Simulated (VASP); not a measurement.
# AgI (P6_3mc) in VASP: a series of runs

AgI is run at these levels: LDA; tasks: single point.

Program: VASP 6.6.1. These are calculated values, not measurements. Logs are shortened: lines on timing, memory, paths and dates and some standing lists are left out, and cuts for length are marked.

## 1. The cell of the first run

The structure is hexagonal, space group P6_3mc (No. 186). The conventional cell has a = 4.440 Å, b = 4.440 Å, c = 7.385 Å, α = 90.00°, β = 90.00°, γ = 120.00°. Within 3.6 Å of Ag (site symmetry 3m) lie 4 I at 2.73 to 2.77 Å. Within 3.6 Å of I (site symmetry 3m) lie 4 Ag at 2.73 to 2.77 Å.

## 2. Single point, LDA (in-plane strain -0.01)

Input file INCAR:

```
PREC = Accurate ; ENCUT = 500
EDIFF = 1E-6 ; ISMEAR = 0
SIGMA = 0.01 ; LREAL = F
LASPH = T ; NELM = 120
ALGO = Normal ; ISIF = 2
LWAVE = F ; LCHARG = F
GGA = CA ; NBANDS = 26
GGA_COMPAT = F
```

Input file KPOINTS:

```
Automatic mesh
0
Gamma
  6 6 4
```

Input file POSCAR:

```
AgI
1.0
    4.4401397945      0.0000000000      0.0000000000
   -2.2200698972      3.8452738584      0.0000000000
    0.0000000000      0.0000000000      7.3846179605
Ag I
2 2
Direct
    0.6666666667      0.3333333333      0.6277265145
    0.3333333333      0.6666666667      0.1277265145
    0.6666666667      0.3333333333      0.0022734855
    0.3333333333      0.6666666667      0.5022734855
```

Potentials or basis: VASP PAW LDA potentials, release 64 (Ag, I).

The run is started by

```console
$ cat potpaw_LDA.64/Ag/POTCAR potpaw_LDA.64/I/POTCAR > POTCAR
$ mpirun -np 1 vasp_std > vasp.out
```

OUTCAR:

```text
PREC = Accurate
   ENCUT = 500
   EDIFF = 1E-6
   ISMEAR = 0
   LREAL = F
   LASPH = T
   NELM = 120
   ISIF = 2
   GGA = CA

 ion  position               nearest neighbor table
   1  0.667  0.333  0.628-   4 2.73   4 2.73   4 2.73   3 2.77
   2  0.333  0.667  0.128-   3 2.73   3 2.73   3 2.73   4 2.77
   3  0.667  0.333  0.002-   2 2.73   2 2.73   2 2.73   1 2.77
   4  0.333  0.667  0.502-   1 2.73   1 2.73   1 2.73   2 2.77

  LATTYP: Found a hexagonal cell.
 ALAT       =     4.4401397945
 C/A-ratio  =     1.6631498787

  Lattice vectors:

 A1 = (   4.4401397945,   0.0000000000,   0.0000000000)
 A2 = (  -2.2200698972,   3.8452738584,   0.0000000000)
 A3 = (   0.0000000000,   0.0000000000,   7.3846179605)

Analysis of symmetry for initial positions (statically):
=====================================================================
 Subroutine PRICEL returns:
 Original cell was already a primitive cell.

 Routine SETGRP: Setting up the symmetry group for a
 hexagonal supercell.

 Subroutine GETGRP returns: Found 12 space group operations
 (whereof  6 operations were pure point group operations)
 out of a pool of 24 trial point group operations.

The static configuration has the point symmetry C_3v.
 The point group associated with its full space group is C_6v.

Analysis of symmetry for dynamics (positions and initial velocities):
=====================================================================
 Subroutine PRICEL returns:
 Original cell was already a primitive cell.

 Routine SETGRP: Setting up the symmetry group for a
 hexagonal supercell.

 Subroutine GETGRP returns: Found 12 space group operations
 (whereof  6 operations were pure point group operations)
 out of a pool of 24 trial point group operations.

The dynamic configuration has the point symmetry C_3v.
 The point group associated with its full space group is C_6v.

 Subroutine INISYM returns: Found 12 space group operations
 (whereof  6 operations are pure point group operations),
 and found     1 'primitive' translations

----------------------------------------------------------------------------------------

                                     Primitive cell

  volume of cell :     126.0817

  direct lattice vectors                    reciprocal lattice vectors
     4.440139795  0.000000000  0.000000000     0.225218134  0.130029750  0.000000000
    -2.220069897  3.845273858  0.000000000     0.000000000  0.260059501  0.000000000
     0.000000000  0.000000000  7.384617960     0.000000000  0.000000000  0.135416619

  length of vectors
     4.440139795  4.440139794  7.384617960     0.260059501  0.260059501  0.135416619

  position of ions in fractional coordinates (direct lattice)
     0.666666667  0.333333333  0.627726514
     0.333333333  0.666666667  0.127726514
     0.666666667  0.333333333  0.002273485
     0.333333333  0.666666667  0.502273485

  ion indices of the primitive-cell ions
   primitive index   ion index
                 1           1
                 2           2
                 3           3
                 4           4

----------------------------------------------------------------------------------------

 KPOINTS: Automatic mesh

Automatic generation of k-mesh.
 Grid dimensions read from file:
 generate k-points for:    6    6    4

 Generating k-lattice:

  Cartesian coordinates                     Fractional coordinates (reciprocal lattice)
     0.037536356  0.021671625  0.000000000     0.166666667  0.000000000  0.000000000
     0.000000000  0.043343250  0.000000000     0.000000000  0.166666667  0.000000000
     0.000000000  0.000000000  0.033854155     0.000000000  0.000000000  0.250000000

  Length of vectors
     0.043343250  0.043343250  0.033854155

  Shift w.r.t. Gamma in fractional coordinates (k-lattice)
     0.000000000  0.000000000  0.000000000

 Subroutine IBZKPT returns following result:
 ===========================================

 Found     21 irreducible k-points:

 Following reciprocal coordinates:
            Coordinates               Weight
  0.000000  0.000000  0.000000      1.000000
  0.166667 -0.000000  0.000000      6.000000
  0.333333 -0.000000  0.000000      6.000000
  0.500000 -0.000000  0.000000      3.000000
  0.166667  0.166667  0.000000      6.000000
  0.333333  0.166667  0.000000     12.000000
[... 13 lines left out ...]
  0.333333  0.166667  0.500000     12.000000
  0.333333  0.333333  0.500000      2.000000
   k-points           NKPTS =     21   k-points in BZ     NKDIM =     21   number of bands    NBANDS=     26
   number of dos      NEDOS =    301   number of ions     NIONS =      4
   total plane-waves  NPLWV =  55296
   dimension x,y,z NGX =    32 NGY =   32 NGZ =   54
   dimension x,y,z NGXF=    64 NGYF=   64 NGZF=  108
   ions per type =               2   2
   NGX,Y,Z   is equivalent  to a cutoff of  11.98, 11.98, 12.16 a.u.
   NGXF,Y,Z  is equivalent  to a cutoff of  23.96, 23.96, 24.31 a.u.
 SYSTEM =  unknown system
   PREC   = accura    normal or accurate (medium, high low for compatibility)
   ISTART =      0    job   : 0-new  1-cont  2-samecut
   ICHARG =      2    charge: 1-file 2-atom 10-const
   ISPIN  =      1    spin polarized calculation?
   LNONCOLLINEAR =      F non collinear calculations
   LSORBIT =      F    spin-orbit coupling
   LASPH  =      T    aspherical Exc in radial PAW
   ENCUT  =  500.0 eV  36.75 Ry    6.06 a.u.   8.10  8.10 13.46*2*pi/ulx,y,z
   NELM   =    120;   NELMIN=  2; NELMDL= -5     # of ELM steps
   EDIFF  = 0.1E-05   stopping-criterion for ELM
   LREAL  =      F    real-space projection
   EDIFFG = 0.1E-04   stopping-criterion for IOM
   NSW    =      0    number of steps for IOM
   IBRION =     -1    ionic relax: 0-MD 1-quasi-New 2-CG
   NFREE  =      0    steps in history (QN), initial steepest desc. (CG)
   ISIF   =      2    stress and relaxation
   ISYM   =      2    0-nonsym 1-usesym 2-fastsym
   POTIM  = 0.5000    time-step for ionic-motion
   TEBEG  =    0.0;   TEEND  =   0.0 temperature during run
   PSTRESS=    0.0 pullay stress
   NELECT =      36.0000    total number of electrons
   NUPDOWN=      -1.0000    fix difference up-down
   EMIN   =  10.00;   EMAX   =-10.00  energy-range for DOS
   EFERMI =   0.00;   METHOD = LEGACY
   ISMEAR =     0;   SIGMA  =   0.01  broadening in eV -4-tet -1-fermi 0-gaus
   EFERMI_NEDOS =   21; number of points for ismear=-14 and -15
   IALGO  =     38    algorithm
   IMIX   =      4    mixing-type and parameters
     AMIX     =   0.40;   BMIX     =  1.00
     AMIX_MAG =   1.60;   BMIX_MAG =  1.00
  volume/ion in A,a.u.               =      31.52       212.71
  Fermi-wavevector in a.u.,A,eV,Ry     =   1.078016  2.037154 15.811568  1.162117
  Thomas-Fermi vector in A             =   2.213943
   LORBIT       =      0    0 simple, 1 ext, 2 COOP (PROOUT), +10 PAW based schemes
   GGA     = CA    functional components
   LHFCALC =     F    Hartree Fock is set to
   AEXX    =    0.0000 exact exchange contribution
   IVDW    =     0    specifies the selected vdW correction
   LEPSILON=     F    determine dielectric tensor
   LRPA    =     F    only Hartree local field effects (RPA)
 non-spin polarized calculation
 Gauss-broadening in eV      SIGMA  =   0.01
  energy-cutoff  :      500.00
  volume of cell :      126.08
 maximum number of plane-waves:      3224
   NGX = 17   NGY = 17   NGZ = 27

 number of electron      36.0000005 magnetization

 Free energy of the ion-electron system (eV)
  ---------------------------------------------------
  ext. energy  EPLUGINS =         0.00000000
  ---------------------------------------------------
  free energy    TOTEN  =       -12.23656561 eV

  energy without entropy =      -12.23656561  energy(sigma->0) =      -12.23656561

 E-fermi :   3.9854     XC(G=0):  -9.2225

 val. band max:        3.9128073701   @ k =   0.0000   0.0000   0.0000
 cond. band min:       5.0194017502   @ k =   0.0000   0.0000   0.0000
 fundamental gap:      1.1065943801
 Fermi energy:         3.9853569291

 k-point     1 :       0.0000    0.0000    0.0000
  band No.  band energies     occupation
      1      -9.4588      2.00000
      2      -9.1038      2.00000
      3      -0.8851      2.00000
      4      -0.8851      2.00000
      5      -0.8735      2.00000
      6      -0.8716      2.00000
[... 18 lines left out ...]
     25      10.4044      0.00000
     26      11.0980      0.00000

 k-point     2 :       0.1667   -0.0000    0.0000
  band No.  band energies     occupation
      1      -9.3782      2.00000
      2      -9.0613      2.00000
      3      -0.9628      2.00000
      4      -0.8344      2.00000
      5      -0.8288      2.00000
      6      -0.7488      2.00000
[... 18 lines left out ...]
     25      10.6398      0.00000
     26      11.0050      0.00000

 k-point     3 :       0.3333   -0.0000    0.0000
  band No.  band energies     occupation
      1      -9.1971      2.00000
      2      -8.9860      2.00000
      3      -1.0657      2.00000
      4      -0.8752      2.00000
      5      -0.7421      2.00000
      6      -0.6034      2.00000
[... 18 lines left out ...]
     25      11.0340      0.00000
     26      11.7359      0.00000

 k-point     4 :       0.5000   -0.0000    0.0000
  band No.  band energies     occupation
      1      -9.0840      2.00000
      2      -8.9655      2.00000
      3      -1.0420      2.00000
      4      -0.9634      2.00000
      5      -0.7032      2.00000
      6      -0.5003      2.00000
[... 18 lines left out ...]
     25      11.3125      0.00000
     26      12.9513      0.00000

 k-point     5 :       0.1667    0.1667    0.0000
  band No.  band energies     occupation
      1      -9.2462      2.00000
      2      -9.0026      2.00000
      3      -0.9836      2.00000
      4      -0.8662      2.00000
      5      -0.7503      2.00000
      6      -0.7103      2.00000
[... 18 lines left out ...]
     25      11.2079      0.00000
     26      11.2670      0.00000

 k-point     6 :       0.3333    0.1667    0.0000
  band No.  band energies     occupation
      1      -9.0864      2.00000
      2      -8.9645      2.00000
      3      -0.9640      2.00000
      4      -0.8291      2.00000
      5      -0.7129      2.00000
      6      -0.5343      2.00000
[... 340 lines left out ...]
 k-point    18 :       0.5000   -0.0000    0.5000
  band No.  band energies     occupation
      1      -9.0224      2.00000
      2      -9.0224      2.00000
      3      -1.1598      2.00000
      4      -1.1598      2.00000
      5      -0.5583      2.00000
      6      -0.5583      2.00000
[... 18 lines left out ...]
     25      11.2623      0.00000
     26      11.2623      0.00000

 k-point    19 :       0.1667    0.1667    0.5000
  band No.  band energies     occupation
      1      -9.1252      2.00000
      2      -9.1252      2.00000
      3      -1.0709      2.00000
      4      -1.0709      2.00000
      5      -0.7251      2.00000
      6      -0.7251      2.00000
[... 18 lines left out ...]
     25      10.8257      0.00000
     26      10.8257      0.00000

 k-point    20 :       0.3333    0.1667    0.5000
  band No.  band energies     occupation
      1      -9.0232      2.00000
      2      -9.0232      2.00000
      3      -1.0614      2.00000
      4      -1.0614      2.00000
      5      -0.6496      2.00000
      6      -0.6496      2.00000
[... 18 lines left out ...]
     25      11.3295      0.00000
     26      11.3295      0.00000

 k-point    21 :       0.3333    0.3333    0.5000
  band No.  band energies     occupation
      1      -8.9891      2.00000
      2      -8.9891      2.00000
      3      -0.9070      2.00000
      4      -0.9070      2.00000
      5      -0.7396      2.00000
      6      -0.7396      2.00000
[... 18 lines left out ...]
     25      11.9325      0.00000
     26      11.9325      0.00000

------------------------ aborting loop because EDIFF is reached ----------------------------------------

  FORCE on cell =-STRESS in cart. coord.  units (eV):
  Direction    XX          YY          ZZ          XY          YZ          ZX
  --------------------------------------------------------------------------------------
  -------------------------------------------------------------------------------------
  Total        0.8048980      0.8048980     -0.0967609      0.0000000      0.0000000     -0.0000000
  in kB       10.2282064     10.2282064     -1.2295853      0.0000000      0.0000000     -0.0000000
  external PRESSURE =       6.4089425 kB  Pullay stress =       0.0000000 kB

 VOLUME and BASIS-vectors are now :
 -----------------------------------------------------------------------------
  energy-cutoff  :      500.00
  volume of cell :      126.08
      direct lattice vectors                 reciprocal lattice vectors
     4.440139795  0.000000000  0.000000000     0.225218134  0.130029750  0.000000000
    -2.220069897  3.845273858  0.000000000     0.000000000  0.260059501  0.000000000
     0.000000000  0.000000000  7.384617960     0.000000000  0.000000000  0.135416619

 POSITION                                       TOTAL-FORCE (eV/Angst)
 -----------------------------------------------------------------------------------
      2.22007      1.28176      4.63552         0.000000      0.000000      0.103921
     -0.00000      2.56352      0.94321         0.000000     -0.000000      0.103921
      2.22007      1.28176      0.01679        -0.000000     -0.000000     -0.103921
     -0.00000      2.56352      3.70910        -0.000000      0.000000     -0.103921
 -----------------------------------------------------------------------------------
    total drift:                               -0.000000     -0.000000      0.001080

  FREE ENERGIE OF THE ION-ELECTRON SYSTEM (eV)
  ---------------------------------------------------
  free  energy   TOTEN  =       -12.2365656140 eV

  energy  without entropy=      -12.2365656140  energy(sigma->0) =      -12.23656561
```

It took 22 s on 1 thread of Intel Xeon 6975P-C (Granite Rapids), shared host; peak memory 0.21 GiB.

Results:

| Quantity | Value |
| --- | --- |
| Free energy | -12.2366 eV |
| Pressure | 0.6 GPa |
| Largest force | 0.104 eV/Å |
| Band gap on the k mesh | 1.11 eV |

Forces on the atoms (eV/Å):
```
Ag   0.000  0.000  0.104
Ag   0.000  0.000  0.104
I    0.000  0.000 -0.104
I    0.000  0.000 -0.104
```

Stress tensor (GPa, compression positive):
```
 1.02  0.00  0.00
 0.00  1.02  0.00
 0.00  0.00 -0.12
```

Levels at points of the mesh, in eV from the valence-band top:
| k point | band 16 | band 17 | band 18 | band 19 | band 20 | band 21 |
| --- | --- | --- | --- | --- | --- | --- |
| (0.00, 0.00, 0.00) | -0.14 | 0.00 | 0.00 | 1.11 | 2.44 | 5.48 |
| (0.50, 0.00, 0.00) | -2.08 | -1.31 | -0.87 | 3.15 | 3.34 | 4.45 |
| (0.00, 0.00, 0.50) | -0.43 | -0.43 | -0.43 | 2.49 | 2.49 | 5.38 |
| (0.50, 0.00, 0.50) | -1.53 | -1.48 | -1.48 | 2.94 | 2.94 | 4.59 |

Caveat: the cell differs from its parent crystal (in-plane strain -0.01); spin-orbit coupling is left out, which moves the levels of the heavy elements.

(Part 1 of 2 ends here.)
